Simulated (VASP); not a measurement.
# Ca (P6/mmm) in VASP: notebook, part 2 of 2

VASP 6.6.1.

### 3 Single point, RPBE (44.98 Å³/atom)

This run uses another cell than the first one, of 44.98 Å³/atom.

INCAR

```
SYSTEM = Ca
PREC = Accurate
ENCUT = 520
EDIFF = 1E-7
ISMEAR = -1
SIGMA = 0.1
LREAL = .False.
LASPH = .True.
NELM = 100
ALGO = Normal
ISIF = 2
LWAVE = .False.
LCHARG = .False.
GGA = RP
NBANDS = 22
```

KPOINTS

```
regular mesh
0
Gamma
  7 7 9
  0 0 0
```

POSCAR

```
Ca
1.0
    6.3869952790      0.0000000000      0.0000000000
   -3.1934976395      5.5313001654      0.0000000000
    0.0000000000      0.0000000000      3.8199801632
Ca
3
Direct
    0.0000000000      0.0000000000      0.0000000000
    0.3333333333      0.6666666667      0.5000000000
    0.6666666667      0.3333333333      0.5000000000
```

Potentials or basis: VASP PAW PBE potentials, release 64 (Ca_sv).

On the command line:

```sh
$ cat potpaw_PBE.64/Ca_sv/POTCAR > POTCAR
$ mpirun -np 1 vasp_std > vasp.out
```

OUTCAR:

```text
SYSTEM = Ca
   PREC = Accurate
   ENCUT = 520
   EDIFF = 1E-7
   ISMEAR = -1
   LREAL = .False.
   LASPH = .True.
   NELM = 100
   ISIF = 2
   GGA = RP

 ion  position               nearest neighbor table
   1  0.000  0.000  0.000-
   2  0.333  0.667  0.500-
   3  0.667  0.333  0.500-

  LATTYP: Found a hexagonal cell.
 ALAT       =     6.3869952790
 C/A-ratio  =     0.5980872063

  Lattice vectors:

 A1 = (   6.3869952790,   0.0000000000,   0.0000000000)
 A2 = (  -3.1934976395,   5.5313001654,   0.0000000000)
 A3 = (   0.0000000000,   0.0000000000,   3.8199801632)

Analysis of symmetry for initial positions (statically):
=====================================================================
 Subroutine PRICEL returns:
 Original cell was already a primitive cell.

 Routine SETGRP: Setting up the symmetry group for a
 hexagonal supercell.

 Subroutine GETGRP returns: Found 24 space group operations
 (whereof 24 operations were pure point group operations)
 out of a pool of 24 trial point group operations.

The static configuration has the point symmetry D_6h.

Analysis of symmetry for dynamics (positions and initial velocities):
=====================================================================
 Subroutine PRICEL returns:
 Original cell was already a primitive cell.

 Routine SETGRP: Setting up the symmetry group for a
 hexagonal supercell.

 Subroutine GETGRP returns: Found 24 space group operations
 (whereof 24 operations were pure point group operations)
 out of a pool of 24 trial point group operations.

The dynamic configuration has the point symmetry D_6h.

 Subroutine INISYM returns: Found 24 space group operations
 (whereof 24 operations are pure point group operations),
 and found     1 'primitive' translations

----------------------------------------------------------------------------------------

                                     Primitive cell

  volume of cell :     134.9537

  direct lattice vectors                    reciprocal lattice vectors
     6.386995279  0.000000000  0.000000000     0.156568145  0.090394660  0.000000000
    -3.193497639  5.531300165  0.000000000     0.000000000  0.180789321  0.000000000
     0.000000000  0.000000000  3.819980163     0.000000000  0.000000000  0.261781464

  length of vectors
     6.386995279  6.386995279  3.819980163     0.180789321  0.180789321  0.261781464

  position of ions in fractional coordinates (direct lattice)
     0.000000000  0.000000000  0.000000000
     0.333333333  0.666666667  0.500000000
     0.666666667  0.333333333  0.500000000

  ion indices of the primitive-cell ions
   primitive index   ion index
                 1           1
                 2           2
                 3           3

----------------------------------------------------------------------------------------

 KPOINTS: regular mesh

Automatic generation of k-mesh.
 Grid dimensions read from file:
 generate k-points for:    7    7    9

 Generating k-lattice:

  Cartesian coordinates                     Fractional coordinates (reciprocal lattice)
     0.022366878  0.012913523  0.000000000     0.142857143  0.000000000  0.000000000
     0.000000000  0.025827046  0.000000000     0.000000000  0.142857143  0.000000000
     0.000000000  0.000000000  0.029086829     0.000000000  0.000000000  0.111111111

  Length of vectors
     0.025827046  0.025827046  0.029086829

  Shift w.r.t. Gamma in fractional coordinates (k-lattice)
     0.000000000  0.000000000  0.000000000

 Subroutine IBZKPT returns following result:
 ===========================================

 Found     40 irreducible k-points:

 Following reciprocal coordinates:
            Coordinates               Weight
  0.000000  0.000000  0.000000      1.000000
  0.142857  0.000000  0.000000      6.000000
  0.285714 -0.000000  0.000000      6.000000
  0.428571  0.000000  0.000000      6.000000
  0.142857  0.142857  0.000000      6.000000
  0.285714  0.142857  0.000000     12.000000
[... 16 lines left out ...]
  0.428571  0.142857  0.222222     12.000000
  0.285714  0.285714  0.222222     12.000000
 [... further k-points ...]
   k-points           NKPTS =     40   k-points in BZ     NKDIM =     40   number of bands    NBANDS=     22
   number of dos      NEDOS =    301   number of ions     NIONS =      3
   total plane-waves  NPLWV =  64512
   dimension x,y,z NGX =    48 NGY =   48 NGZ =   28
   dimension x,y,z NGXF=    96 NGYF=   96 NGZF=   56
   ions per type =               3
   NGX,Y,Z   is equivalent  to a cutoff of  12.49, 12.49, 12.19 a.u.
   NGXF,Y,Z  is equivalent  to a cutoff of  24.99, 24.99, 24.37 a.u.
 SYSTEM =  Ca
   PREC   = accura    normal or accurate (medium, high low for compatibility)
   ISTART =      0    job   : 0-new  1-cont  2-samecut
   ICHARG =      2    charge: 1-file 2-atom 10-const
   ISPIN  =      1    spin polarized calculation?
   LNONCOLLINEAR =      F non collinear calculations
   LSORBIT =      F    spin-orbit coupling
   LASPH  =      T    aspherical Exc in radial PAW
   ENCUT  =  520.0 eV  38.22 Ry    6.18 a.u.  11.88 11.88  7.10*2*pi/ulx,y,z
   NELM   =    100;   NELMIN=  2; NELMDL= -5     # of ELM steps
   EDIFF  = 0.1E-06   stopping-criterion for ELM
   LREAL  =      F    real-space projection
   EDIFFG = 0.1E-05   stopping-criterion for IOM
   NSW    =      0    number of steps for IOM
   IBRION =     -1    ionic relax: 0-MD 1-quasi-New 2-CG
   NFREE  =      0    steps in history (QN), initial steepest desc. (CG)
   ISIF   =      2    stress and relaxation
   ISYM   =      2    0-nonsym 1-usesym 2-fastsym
   POTIM  = 0.5000    time-step for ionic-motion
   TEBEG  =    0.0;   TEEND  =   0.0 temperature during run
   PSTRESS=    0.0 pullay stress
   NELECT =      30.0000    total number of electrons
   NUPDOWN=      -1.0000    fix difference up-down
   EMIN   =  10.00;   EMAX   =-10.00  energy-range for DOS
   EFERMI =   0.00;   METHOD = LEGACY
   ISMEAR =    -1;   SIGMA  =   0.10  broadening in eV -4-tet -1-fermi 0-gaus
   EFERMI_NEDOS =   21; number of points for ismear=-14 and -15
   IALGO  =     38    algorithm
   IMIX   =      4    mixing-type and parameters
     AMIX     =   0.40;   BMIX     =  1.00
     AMIX_MAG =   1.60;   BMIX_MAG =  1.00
  volume/ion in A,a.u.               =      44.98       303.57
  Fermi-wavevector in a.u.,A,eV,Ry     =   0.991715  1.874070 13.381315  0.983499
  Thomas-Fermi vector in A             =   2.123476
   LORBIT       =      0    0 simple, 1 ext, 2 COOP (PROOUT), +10 PAW based schemes
   GGA     = RP    functional components
   LHFCALC =     F    Hartree Fock is set to
   AEXX    =    0.0000 exact exchange contribution
   IVDW    =     0    specifies the selected vdW correction
   LEPSILON=     F    determine dielectric tensor
   LRPA    =     F    only Hartree local field effects (RPA)
 non-spin polarized calculation
  energy-cutoff  :      520.00
  volume of cell :      134.95
 maximum number of plane-waves:      3662
 NGX is ok and might be reduce to    48
   NGX = 23   NGY = 23   NGZ = 15

 number of electron      30.0000014 magnetization

 Free energy of the ion-electron system (eV)
  ---------------------------------------------------
  ext. energy  EPLUGINS =         0.00000000
  ---------------------------------------------------
  free energy    TOTEN  =        -5.16027063 eV

  energy without entropy =       -5.01398057  energy(sigma->0) =       -5.08712560

 E-fermi :   1.8406     XC(G=0):  -7.4178

 val. band max:        1.8346821623   @ k =   0.4286   0.1429   0.4444
 cond. band min:       1.8516273236   @ k =   0.2857   0.2857   0.4444
 fundamental gap:      0.0169451613
 Fermi energy:         1.8405845701

 k-point     1 :       0.0000    0.0000    0.0000
  band No.  band energies     occupation
      1     -40.5050      2.00000
      2     -40.4907      2.00000
      3     -40.4203      2.00000
      4     -21.4657      2.00000
      5     -21.4657      2.00000
      6     -21.3921      2.00000
[... 14 lines left out ...]
     21       4.3621      0.00000
     22       4.3621      0.00000
[... 552 lines left out ...]
  band No.  band energies     occupation
      1     -40.4966      2.00000
      2     -40.4940      2.00000
      3     -40.4181      2.00000
      4     -21.4730      2.00000
      5     -21.4331      2.00000
      6     -21.4160      2.00000
[... 14 lines left out ...]
     21       3.6012      0.00000
     22       4.0713      0.00000

 [... further k-points ...]

------------------------ aborting loop because EDIFF is reached ----------------------------------------

  FORCE on cell =-STRESS in cart. coord.  units (eV):
  Direction    XX          YY          ZZ          XY          YZ          ZX
  --------------------------------------------------------------------------------------
  -------------------------------------------------------------------------------------
  Total        0.0256113      0.0256113     -0.0282513     -0.0000000      0.0000000      0.0000000
  in kB        0.3040589      0.3040589     -0.3354003     -0.0000000      0.0000000      0.0000000
  external PRESSURE =       0.0909058 kB  Pullay stress =       0.0000000 kB

 VOLUME and BASIS-vectors are now :
 -----------------------------------------------------------------------------
  energy-cutoff  :      520.00
  volume of cell :      134.95
      direct lattice vectors                 reciprocal lattice vectors
     6.386995279  0.000000000  0.000000000     0.156568145  0.090394660  0.000000000
    -3.193497639  5.531300165  0.000000000     0.000000000  0.180789321  0.000000000
     0.000000000  0.000000000  3.819980163     0.000000000  0.000000000  0.261781464

 POSITION                                       TOTAL-FORCE (eV/Angst)
 -----------------------------------------------------------------------------------
      0.00000      0.00000      0.00000        -0.000000      0.000000      0.000000
     -0.00000      3.68753      1.90999         0.000000     -0.000000      0.000000
      3.19350      1.84377      1.90999        -0.000000      0.000000      0.000000
 -----------------------------------------------------------------------------------
    total drift:                               -0.000000      0.000000     -0.000000

  FREE ENERGIE OF THE ION-ELECTRON SYSTEM (eV)
  ---------------------------------------------------
  free  energy   TOTEN  =        -5.1602706297 eV

  energy  without entropy=       -5.0139805698  energy(sigma->0) =       -5.08712560
```

OSZICAR:

```text
N       E                     dE             d eps       ncg     rms          rms(c)
DAV:   1     0.272689079322E+03    0.27269E+03   -0.14432E+04  1768   0.122E+03
DAV:   2     0.985155772885E+01   -0.26284E+03   -0.25904E+03  1874   0.361E+02
DAV:   3    -0.402310980176E+01   -0.13875E+02   -0.13512E+02  3310   0.626E+01
DAV:   4    -0.512382123147E+01   -0.11007E+01   -0.10912E+01  2804   0.159E+01
DAV:   5    -0.516011669407E+01   -0.36295E-01   -0.36260E-01  2636   0.285E+00    0.413E+00
DAV:   6    -0.515524807365E+01    0.48686E-02   -0.69570E-02  2528   0.202E+00    0.244E+00
DAV:   7    -0.516110200910E+01   -0.58539E-02   -0.55724E-02  2138   0.230E+00    0.197E-01
DAV:   8    -0.516010252192E+01    0.99949E-03   -0.48126E-03  2460   0.578E-01    0.113E-01
DAV:   9    -0.516022141602E+01   -0.11889E-03   -0.57904E-04  3192   0.118E-01    0.484E-02
DAV:  10    -0.516029442271E+01   -0.73007E-04   -0.17876E-04  2452   0.132E-01    0.595E-02
DAV:  11    -0.516027489752E+01    0.19525E-04   -0.45929E-05  2456   0.616E-02    0.131E-02
DAV:  12    -0.516027298015E+01    0.19174E-05   -0.29518E-06  2868   0.109E-02    0.596E-03
DAV:  13    -0.516027143011E+01    0.15500E-05   -0.28286E-07  2206   0.425E-03    0.222E-03
DAV:  14    -0.516027054746E+01    0.88265E-06   -0.70220E-08  1468   0.278E-03    0.129E-04
DAV:  15    -0.516027062966E+01   -0.82205E-07   -0.19305E-08  1432   0.999E-04
   1 F= -.51602706E+01 E0= -.50871256E+01  d E =-.146290E+00
```

stdout:

```text
POSCAR found type information on POSCAR Ca
 POSCAR found :  1 types and       3 ions
 scaLAPACK will be used
 -----------------------------------------------------------------------------
|                                                                             |
|                                                                             |
|     You enforced a specific xc type in the INCAR file but a different       |
|     I HOPE YOU KNOW WHAT YOU ARE DOING!                                     |
|                                                                             |
 -----------------------------------------------------------------------------

 LDA part: xc-table for (Slater+PW92), standard interpolation
 POSCAR, INCAR and KPOINTS ok, starting setup
 FFT: planning ... GRIDC
 FFT: planning ... GRID_SOFT
 FFT: planning ... GRID
 WAVECAR not read
 entering main loop
```

It took 4 min on 1 thread of Oxide Virtual Turin-like, shared host; peak memory 0.25 GiB.

Results:

```yaml
Free_energy: -5.1603 eV
Pressure: 0.0 GPa
Band_gap_on_the_k_mesh: zero (bands 15 and 16 overlap by 0.44 eV)
```

Levels at points of the mesh, in eV from the Fermi level:
```
           k point  band 12  band 13  band 14  band 15  band 16  band 17  band 18  band 19
(0.00, 0.00, 0.00)   -23.14    -3.92     0.14     0.14     0.15     0.15     0.18     0.73
```

Caveat: the PAW data sets were made with another functional, which shifts forces and pressure a little.
